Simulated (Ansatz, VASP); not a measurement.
# Ta: VASP beside Ansatz

```
CELL_PARAMETERS angstrom
2.90792 0.00000 0.00000
-1.45396 2.51833 0.00000
0.00000 0.00000 4.71083
ATOMIC_POSITIONS crystal
Ta 0.33333 0.66667 0.25000
Ta 0.66667 0.33333 0.75000
```

Alike in both runs: task relaxation of cell and atoms; functional LDA; k mesh 16 × 16 × 9; occupations fermi-dirac, width 0.05 eV; no spin polarisation.

|  | VASP | Ansatz |
| --- | --- | --- |
| version | VASP 6.6.1 | Ansatz 0.2.0 |
| potentials or method | VASP PAW LDA potentials, release 64 (Ta_pv) | PAW with Ansatz's default frozen-core files, scalar-relativistic |
| plane-wave cutoff (eV) | 600 | 420 |
| valence electrons in the cell | 22 | 26 |

VASP gave:

| Property | Result |
| --- | --- |
| relaxed volume (Å³/atom) | 17.73 |
| relaxed length of the cell vector where the two differ most in proportion (Å) | 5.071 |

Problem. What did Ansatz give for the same quantities?

Solution. Relaxed volume (Å³/atom): 17.67; relaxed length of the cell vector where the two differ most in proportion (Å): 5.063.

LDA's correlation is that of Perdew and Zunger in VASP and of Perdew and Wang (1992) in Ansatz. VASP's potentials hold 22 valence electrons a cell and Ansatz's 26, so a difference there can come from the potentials and not from the codes.

Neither program's run includes spin-orbit coupling.
